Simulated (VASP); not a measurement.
# ZnS (I-4m2) in VASP: a series of runs

Aim: see how the results for ZnS move with the level of theory and the settings. Levels: PBE, r2SCAN. Tasks: single point.

All numbers are computed with VASP 6.6.1; they aren't measurements. Logs are shortened: lines on timing, memory, paths and dates and some standing lists are left out, and cuts for length are marked.

### Step 1. The cell of the first run

The structure is tetragonal, space group I-4m2 (No. 119). The conventional cell has a = 3.658 Å, b = 3.658 Å, c = 5.640 Å, α = 90.00°, β = 90.00°, γ = 90.00°. Within 3.1 Å of Zn (site symmetry -4m2) lie 4 S at 2.31 Å. Within 3.1 Å of S (site symmetry -4m2) lie 4 Zn at 2.31 Å.

### Step 2. Single point, PBE (epitaxial xy strain -4.0%)

File INCAR:

```
SYSTEM = ZnS
PREC     = Accurate       ! precision mode
ENCUT    = 520            ! plane-wave cutoff, eV
EDIFF    = 1E-6           ! SCF threshold, eV
ISMEAR   = -1             ! smearing method
SIGMA    = 0.02           ! smearing width, eV
LREAL    = .False.        ! projectors in reciprocal space
LASPH    = .True.         ! aspherical terms in the spheres
NELM     = 60             ! most SCF steps
ALGO     = Normal         ! electronic algorithm
ISIF     = 2              ! what is computed and relaxed
LWAVE    = .False.        ! write WAVECAR
LCHARG   = .False.        ! write CHGCAR
GGA      = PE             ! functional
NBANDS   = 16             ! bands
```

File KPOINTS:

```
Automatic mesh
0
Gamma
  8 8 8
  0 0 0
```

File POSCAR:

```
ZnS
1.0
    0.0000000000      2.5863223983      2.8198221184
    2.5863223983      0.0000000000      2.8198221184
    2.5863223983      2.5863223983      0.0000000000
Zn S
1 1
Direct
    0.0000000000      0.0000000000      0.0000000000
    0.2500000000      0.2500000000      0.2500000000
```

Potentials or basis: VASP PAW PBE potentials, release 64 (Zn, S).

Run with:

```sh
> cat potpaw_PBE.64/Zn/POTCAR potpaw_PBE.64/S/POTCAR > POTCAR
> mpirun -np 1 vasp_std > vasp.out
```

OUTCAR:

```text
SYSTEM = ZnS
   PREC = Accurate
   ENCUT = 520
   EDIFF = 1E-6
   ISMEAR = -1
   LREAL = .False.
   LASPH = .True.
   NELM = 60
   ISIF = 2
   GGA = PE

 ion  position               nearest neighbor table
   1  0.000  0.000  0.000-   2 2.31   2 2.31   2 2.31   2 2.31
   2  0.250  0.250  0.250-   1 2.31   1 2.31   1 2.31   1 2.31

  LATTYP: Found a body centered tetragonal cell.
 ALAT       =     3.6576122123
 C/A-ratio  =     1.5418923356

  Lattice vectors:

 A1 = (  -2.5863223983,   0.0000000000,   2.8198221184)
 A2 = (   2.5863223983,   0.0000000000,   2.8198221184)
 A3 = (   0.0000000000,   2.5863223983,  -2.8198221184)

Analysis of symmetry for initial positions (statically):
=====================================================================
 Subroutine PRICEL returns:
 Original cell was already a primitive cell.

 Routine SETGRP: Setting up the symmetry group for a
 body centered tetragonal supercell.

 Subroutine GETGRP returns: Found  8 space group operations
 (whereof  8 operations were pure point group operations)
 out of a pool of 16 trial point group operations.

The static configuration has the point symmetry D_2d.

Analysis of symmetry for dynamics (positions and initial velocities):
=====================================================================
 Subroutine PRICEL returns:
 Original cell was already a primitive cell.

 Routine SETGRP: Setting up the symmetry group for a
 body centered tetragonal supercell.

 Subroutine GETGRP returns: Found  8 space group operations
 (whereof  8 operations were pure point group operations)
 out of a pool of 16 trial point group operations.

The dynamic configuration has the point symmetry D_2d.

 Subroutine INISYM returns: Found  8 space group operations
 (whereof  8 operations are pure point group operations),
 and found     1 'primitive' translations

----------------------------------------------------------------------------------------

                                     Primitive cell

  volume of cell :      37.7239

  direct lattice vectors                    reciprocal lattice vectors
     0.000000000  2.586322398  2.819822118    -0.193324699  0.193324699  0.177316149
     2.586322398  0.000000000  2.819822118     0.193324699 -0.193324699  0.177316149
     2.586322398  2.586322398  0.000000000     0.193324699  0.193324699 -0.177316149

  length of vectors
     3.826285448  3.826285448  3.657612212     0.325867911  0.325867911  0.325867911

  position of ions in fractional coordinates (direct lattice)
     0.000000000  0.000000000  0.000000000
     0.250000000  0.250000000  0.250000000

  ion indices of the primitive-cell ions
   primitive index   ion index
                 1           1
                 2           2

----------------------------------------------------------------------------------------

 KPOINTS: Automatic mesh

Automatic generation of k-mesh.
 Grid dimensions read from file:
 generate k-points for:    8    8    8

 Generating k-lattice:

  Cartesian coordinates                     Fractional coordinates (reciprocal lattice)
    -0.024165587  0.024165587  0.022164519     0.125000000  0.000000000  0.000000000
     0.024165587 -0.024165587  0.022164519     0.000000000  0.125000000  0.000000000
     0.024165587  0.024165587 -0.022164519     0.000000000  0.000000000  0.125000000

  Length of vectors
     0.040733489  0.040733489  0.040733489

  Shift w.r.t. Gamma in fractional coordinates (k-lattice)
     0.000000000  0.000000000  0.000000000

 Subroutine IBZKPT returns following result:
 ===========================================

 Found     59 irreducible k-points:

 Following reciprocal coordinates:
            Coordinates               Weight
  0.000000  0.000000  0.000000      1.000000
  0.125000 -0.000000  0.000000      8.000000
  0.250000 -0.000000  0.000000      8.000000
  0.375000 -0.000000  0.000000      8.000000
  0.500000 -0.000000  0.000000      4.000000
  0.125000  0.125000  0.000000      2.000000
[... 16 lines left out ...]
  0.250000  0.000000  0.125000     16.000000
  0.375000  0.000000  0.125000     16.000000
 [... further k-points ...]
   k-points           NKPTS =     59   k-points in BZ     NKDIM =     59   number of bands    NBANDS=     16
   number of dos      NEDOS =    301   number of ions     NIONS =      2
   total plane-waves  NPLWV =  21952
   dimension x,y,z NGX =    28 NGY =   28 NGZ =   28
   dimension x,y,z NGXF=    56 NGYF=   56 NGZF=   56
   ions per type =               1   1
   NGX,Y,Z   is equivalent  to a cutoff of  12.17, 12.17, 12.73 a.u.
   NGXF,Y,Z  is equivalent  to a cutoff of  24.33, 24.33, 25.45 a.u.
 SYSTEM =  ZnS
   PREC   = accura    normal or accurate (medium, high low for compatibility)
   ISTART =      0    job   : 0-new  1-cont  2-samecut
   ICHARG =      2    charge: 1-file 2-atom 10-const
   ISPIN  =      1    spin polarized calculation?
   LNONCOLLINEAR =      F non collinear calculations
   LSORBIT =      F    spin-orbit coupling
   LASPH  =      T    aspherical Exc in radial PAW
   ENCUT  =  520.0 eV  38.22 Ry    6.18 a.u.   7.11  7.11  6.80*2*pi/ulx,y,z
   NELM   =     60;   NELMIN=  2; NELMDL= -5     # of ELM steps
   EDIFF  = 0.1E-05   stopping-criterion for ELM
   LREAL  =      F    real-space projection
   EDIFFG = 0.1E-04   stopping-criterion for IOM
   NSW    =      0    number of steps for IOM
   IBRION =     -1    ionic relax: 0-MD 1-quasi-New 2-CG
   NFREE  =      0    steps in history (QN), initial steepest desc. (CG)
   ISIF   =      2    stress and relaxation
   ISYM   =      2    0-nonsym 1-usesym 2-fastsym
   POTIM  = 0.5000    time-step for ionic-motion
   TEBEG  =    0.0;   TEEND  =   0.0 temperature during run
   PSTRESS=    0.0 pullay stress
   NELECT =      18.0000    total number of electrons
   NUPDOWN=      -1.0000    fix difference up-down
   EMIN   =  10.00;   EMAX   =-10.00  energy-range for DOS
   EFERMI =   0.00;   METHOD = LEGACY
   ISMEAR =    -1;   SIGMA  =   0.02  broadening in eV -4-tet -1-fermi 0-gaus
   EFERMI_NEDOS =   21; number of points for ismear=-14 and -15
   IALGO  =     38    algorithm
   IMIX   =      4    mixing-type and parameters
     AMIX     =   0.40;   BMIX     =  1.00
     AMIX_MAG =   1.60;   BMIX_MAG =  1.00
  volume/ion in A,a.u.               =      18.86       127.29
  Fermi-wavevector in a.u.,A,eV,Ry     =   1.279263  2.417457 22.266138  1.636515
  Thomas-Fermi vector in A             =   2.411759
   LORBIT       =      0    0 simple, 1 ext, 2 COOP (PROOUT), +10 PAW based schemes
   GGA     = PE    functional components
   LHFCALC =     F    Hartree Fock is set to
   AEXX    =    0.0000 exact exchange contribution
   IVDW    =     0    specifies the selected vdW correction
   LEPSILON=     F    determine dielectric tensor
   LRPA    =     F    only Hartree local field effects (RPA)
 non-spin polarized calculation
  energy-cutoff  :      520.00
  volume of cell :       37.72
 maximum number of plane-waves:      1036
   NGX = 15   NGY = 15   NGZ = 13

 number of electron      18.0000009 magnetization

 Free energy of the ion-electron system (eV)
  ---------------------------------------------------
  ext. energy  EPLUGINS =         0.00000000
  ---------------------------------------------------
  free energy    TOTEN  =        -6.78269807 eV

  energy without entropy =       -6.78269807  energy(sigma->0) =       -6.78269807

 E-fermi :   3.0630     XC(G=0):  -9.8504

 val. band max:        2.6484404917   @ k =   0.0000   0.0000   0.0000
 cond. band min:       4.8119757447   @ k =   0.0000   0.0000   0.0000
 fundamental gap:      2.1635352530
 Fermi energy:         3.0630445300

 k-point     1 :       0.0000    0.0000    0.0000
  band No.  band energies     occupation
      1     -10.9125      2.00000
      2      -4.0229      2.00000
      3      -3.9616      2.00000
      4      -3.9616      2.00000
      5      -3.4590      2.00000
      6      -3.4270      2.00000
[... 8 lines left out ...]
     15      14.7529      0.00000
     16      15.1101      0.00000

 k-point     2 :       0.1250   -0.0000    0.0000
  band No.  band energies     occupation
      1     -10.7856      2.00000
      2      -4.0124      2.00000
      3      -3.9558      2.00000
      4      -3.9372      2.00000
      5      -3.4569      2.00000
      6      -3.4321      2.00000
[... 8 lines left out ...]
     15      14.3384      0.00000
     16      15.4738      0.00000

 k-point     3 :       0.2500   -0.0000    0.0000
  band No.  band energies     occupation
      1     -10.4524      2.00000
      2      -3.9773      2.00000
      3      -3.9146      2.00000
      4      -3.8820      2.00000
      5      -3.4410      2.00000
      6      -3.4382      2.00000
[... 8 lines left out ...]
     15      13.8011      0.00000
     16      15.1146      0.00000

 k-point     4 :       0.3750   -0.0000    0.0000
  band No.  band energies     occupation
      1     -10.0703      2.00000
      2      -3.9169      2.00000
      3      -3.8358      2.00000
      4      -3.7416      2.00000
      5      -3.4320      2.00000
      6      -3.4038      2.00000
[... 8 lines left out ...]
     15      14.6070      0.00000
     16      15.2259      0.00000
[... 324 lines left out ...]
 k-point    22 :       0.1250    0.0000    0.1250
  band No.  band energies     occupation
      1     -10.7346      2.00000
      2      -3.9915      2.00000
      3      -3.9857      2.00000
      4      -3.9190      2.00000
      5      -3.4543      2.00000
      6      -3.4340      2.00000
[... 8 lines left out ...]
     15      13.9843      0.00000
     16      16.2053      0.00000

 k-point    23 :       0.2500    0.0000    0.1250
  band No.  band energies     occupation
      1     -10.4625      2.00000
      2      -4.0013      2.00000
      3      -3.9326      2.00000
      4      -3.8632      2.00000
      5      -3.4604      2.00000
      6      -3.4204      2.00000
[... 8 lines left out ...]
     15      14.1095      0.00000
     16      16.5491      0.00000

 k-point    24 :       0.3750    0.0000    0.1250
  band No.  band energies     occupation
      1     -10.0898      2.00000
      2      -3.9242      2.00000
      3      -3.8675      2.00000
      4      -3.7894      2.00000
      5      -3.4408      2.00000
      6      -3.3890      2.00000
[... 8 lines left out ...]
     15      15.0906      0.00000
     16      16.1715      0.00000

 [... further k-points ...]
[... 5 lines left out ...]
  --------------------------------------------------------------------------------------
  -------------------------------------------------------------------------------------
  Total        1.5603615      1.5603615      0.6268994      0.0000000      0.0000000      0.0000000
  in kB       66.2702776     66.2702776     26.6251081      0.0000000      0.0000000      0.0000000
  external PRESSURE =      53.0552211 kB  Pullay stress =       0.0000000 kB

 VOLUME and BASIS-vectors are now :
 -----------------------------------------------------------------------------
  energy-cutoff  :      520.00
  volume of cell :       37.72
      direct lattice vectors                 reciprocal lattice vectors
     0.000000000  2.586322398  2.819822118    -0.193324699  0.193324699  0.177316149
     2.586322398  0.000000000  2.819822118     0.193324699 -0.193324699  0.177316149
     2.586322398  2.586322398  0.000000000     0.193324699  0.193324699 -0.177316149

 POSITION                                       TOTAL-FORCE (eV/Angst)
 -----------------------------------------------------------------------------------
      0.00000      0.00000      0.00000        -0.000000     -0.000000      0.000000
      1.29316      1.29316      1.40991         0.000000      0.000000     -0.000000
 -----------------------------------------------------------------------------------
    total drift:                                0.000000      0.000000      0.000004

  FREE ENERGIE OF THE ION-ELECTRON SYSTEM (eV)
  ---------------------------------------------------
  free  energy   TOTEN  =        -6.7826980723 eV

  energy  without entropy=       -6.7826980723  energy(sigma->0) =       -6.78269807
```

Run time: 19 s. Hardware: 1 thread of Intel Xeon Platinum 8488C (Sapphire Rapids), shared host; peak memory 0.17 GiB.

What came out:

```
Free energy            : -6.7827 eV
Pressure               : 5.3 GPa
Band gap on the k mesh : 2.16 eV, direct
```

Levels at points of the mesh, in eV from the valence-band top:
| k point | band 5 | band 6 | band 7 | band 8 | band 9 | band 10 | band 11 | band 12 | band 13 | band 14 |
| --- | --- | --- | --- | --- | --- | --- | --- | --- | --- | --- |
| (0.00, 0.00, 0.00) | -6.11 | -6.08 | -0.37 | 0.00 | 0.00 | 2.16 | 6.29 | 6.31 | 6.31 | 10.74 |
| (0.50, 0.00, 0.00) | -6.07 | -5.89 | -5.64 | -1.30 | -0.78 | 3.15 | 6.57 | 7.20 | 8.96 | 12.17 |
| (0.50, 0.50, 0.00) | -6.01 | -5.96 | -5.17 | -2.16 | -2.16 | 3.55 | 4.52 | 10.50 | 12.27 | 12.27 |
| (0.50, 0.00, 0.50) | -6.01 | -5.81 | -4.65 | -2.72 | -2.53 | 3.04 | 3.69 | 11.43 | 11.49 | 12.00 |

Caveat: the cell differs from its parent crystal (epitaxial xy strain -4.0%).

### Step 3. Single point, PBE (epitaxial xy strain +2.0%)

File INCAR:

```
PREC = Accurate ; ENCUT = 520
EDIFF = 1E-7 ; ISMEAR = -1
SIGMA = 0.02 ; LREAL = False
LASPH = True ; NELM = 100
ALGO = Normal ; ISIF = 2
LWAVE = False ; LCHARG = False
GGA = PE ; NBANDS = 16
```

File KPOINTS:

```
regular mesh
0
Gamma
  8 8 8
```

File POSCAR:

```
ZnS
1.0
    0.0000000000      2.7479675482      2.6293462872
    2.7479675482      0.0000000000      2.6293462872
    2.7479675482      2.7479675482      0.0000000000
Zn S
1 1
Direct
    0.0000000000      0.0000000000      0.0000000000
    0.2500000000      0.2500000000      0.2500000000
```

Potentials or basis: VASP PAW PBE potentials, release 64 (Zn, S).

Run with:

```sh
> cat potpaw_PBE.64/Zn/POTCAR potpaw_PBE.64/S/POTCAR > POTCAR
> mpirun -np 1 vasp_std > vasp.out
```

OUTCAR:

```text
PREC = Accurate
   ENCUT = 520
   EDIFF = 1E-7
   ISMEAR = -1
   LREAL = False
   LASPH = True
   NELM = 100
   ISIF = 2
   GGA = PE

 ion  position               nearest neighbor table
   1  0.000  0.000  0.000-   2 2.35   2 2.35   2 2.35   2 2.35
   2  0.250  0.250  0.250-   1 2.35   1 2.35   1 2.35   1 2.35

  LATTYP: Found a body centered tetragonal cell.
 ALAT       =     3.8862129756
 C/A-ratio  =     1.3531663363

  Lattice vectors:

 A1 = (   0.0000000000,  -2.7479675482,  -2.6293462872)
 A2 = (   0.0000000000,   2.7479675482,  -2.6293462872)
[... 624 lines left out ...]
      4      -4.0686      2.00000
      5      -3.7805      2.00000
      6      -3.7440      2.00000
[... 8 lines left out ...]
     15      14.5988      0.00000
     16      15.2238      0.00000

 [... further k-points ...]
[... 5 lines left out ...]
  --------------------------------------------------------------------------------------
  -------------------------------------------------------------------------------------
  Total        0.1686887      0.1686887      0.5742286      0.0000000     -0.0000000     -0.0000000
  in kB        6.8060584      6.8060584     23.1683127      0.0000000     -0.0000000     -0.0000000
  external PRESSURE =      12.2601432 kB  Pullay stress =       0.0000000 kB

 VOLUME and BASIS-vectors are now :
 -----------------------------------------------------------------------------
  energy-cutoff  :      520.00
  volume of cell :       39.71
      direct lattice vectors                 reciprocal lattice vectors
     0.000000000  2.747967548  2.629346287    -0.181952658  0.181952658  0.190161335
     2.747967548  0.000000000  2.629346287     0.181952658 -0.181952658  0.190161335
     2.747967548  2.747967548  0.000000000     0.181952658  0.181952658 -0.190161335

 POSITION                                       TOTAL-FORCE (eV/Angst)
 -----------------------------------------------------------------------------------
      0.00000      0.00000      0.00000         0.000000     -0.000000      0.000000
      1.37398      1.37398      1.31467        -0.000000      0.000000      0.000000
 -----------------------------------------------------------------------------------
    total drift:                                0.000004      0.000004     -0.000000

  FREE ENERGIE OF THE ION-ELECTRON SYSTEM (eV)
  ---------------------------------------------------
  free  energy   TOTEN  =        -6.8434286144 eV

  energy  without entropy=       -6.8434286144  energy(sigma->0) =       -6.84342861
```

It took 24 s on 1 thread of Intel Xeon Platinum 8488C (Sapphire Rapids), shared host; peak memory 0.18 GiB.

What came out:

```
Free energy            : -6.8434 eV
Pressure               : 1.2 GPa
Band gap on the k mesh : 1.99 eV, direct
```

Caveat: the cell differs from its parent crystal (epitaxial xy strain +2.0%).

[end of part 1 of 2]
